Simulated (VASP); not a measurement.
**GaSb: single point with PBEsol**

GaSb:

```xyz
2
Lattice="0.0000 3.0556 3.0556 3.0556 0.0000 3.0556 3.0556 3.0556 0.0000" Properties=species:S:1:pos:R:3 pbc="T T T"
Ga    0.0000    0.0000    0.0000
Sb    1.5278    1.5278    1.5278
```

| Item | Value |
| --- | --- |
| Program | VASP 6.6.1 |
| Task | single point |
| Functional | PBEsol |
| Potentials or basis | VASP PAW PBE potentials, release 64 (Ga_d, Sb) |
| Cutoff | 520 eV |
| k mesh | 12 × 12 × 12 |
| Occupations | gaussian, width 0.1 eV |
| Spin | no spin polarisation |

```
Pressure : 0.1 GPa
```

Levels at points of the mesh, in eV from the Fermi level:
```
           k point  band 7  band 8  band 9  band 10  band 11  band 12
(0.00, 0.00, 0.00)   -0.06   -0.06   -0.06    -0.04     2.70     2.70
(0.50, 0.00, 0.00)   -6.47   -1.22   -1.22     0.30     3.66     3.66
(0.50, 0.50, 0.00)   -6.91   -2.66   -2.66     0.78     1.09     8.63
```

Run time: 96 s on 1 thread of AMD EPYC 7R13 (shared host), peak memory 0.19 GiB.

Caveat: the PAW data sets were made with another functional, which shifts forces and pressure a little; spin-orbit coupling is left out, which moves the levels of the heavy elements.
